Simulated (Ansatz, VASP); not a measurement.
## One calculation of AlGa3N4, two programs

```
CELL_PARAMETERS angstrom
5.13892 0.00000 0.00002
0.00000 3.16341 0.00000
-0.00369 0.00000 5.64130
ATOMIC_POSITIONS crystal
Al 0.00058 0.50000 0.66730
Ga 0.49917 0.50000 0.33506
Ga 0.49925 0.00000 0.83146
Ga 0.99986 0.00000 0.16619
N 0.11941 0.50000 0.34060
N 0.11733 0.00000 0.82593
N 0.62024 0.00000 0.16619
N 0.63175 0.50000 0.66727
```

Change from the starting cell: strain +0.000 along x and y, +0.030 along z, atoms carried along.

Alike in both runs: task single point; functional r2SCAN; k mesh 6 × 8 × 4; occupations gaussian, width 0.05 eV; no spin polarisation.

|  | VASP | Ansatz |
| --- | --- | --- |
| version | VASP 6.6.1 | Ansatz 0.2.0 |
| potentials or method | VASP PAW PBE potentials, release 64 (Al, Ga_d, N), cutoff 520 eV | scalar-relativistic, plane waves, PAW |
| valence electrons in the cell | 62 | 62 |

|  | VASP | Ansatz | Ansatz less VASP |
| --- | --- | --- | --- |
| gap on the k mesh at the Fermi level (eV) | 2.62 | 2.62 | +0.001 |
| least direct gap on the mesh (eV) | 2.62 | 2.62 | +0.001 |
| pressure (GPa) | -4.8 | -5.4 | -0.61 |
| traceless stress, the component that is largest in VASP (GPa) | -6.34 | -6.27 | +0.066 |
| rms of the force components (eV/Å) | 0.145 | 0.138 | -0.0067 |

VASP's potentials were made for PBE, not for r2SCAN. Atom by atom the forces differ by 0.028 eV/Å (rms over components). The functional is the same, so the differences come from potentials, cutoffs and numerics.
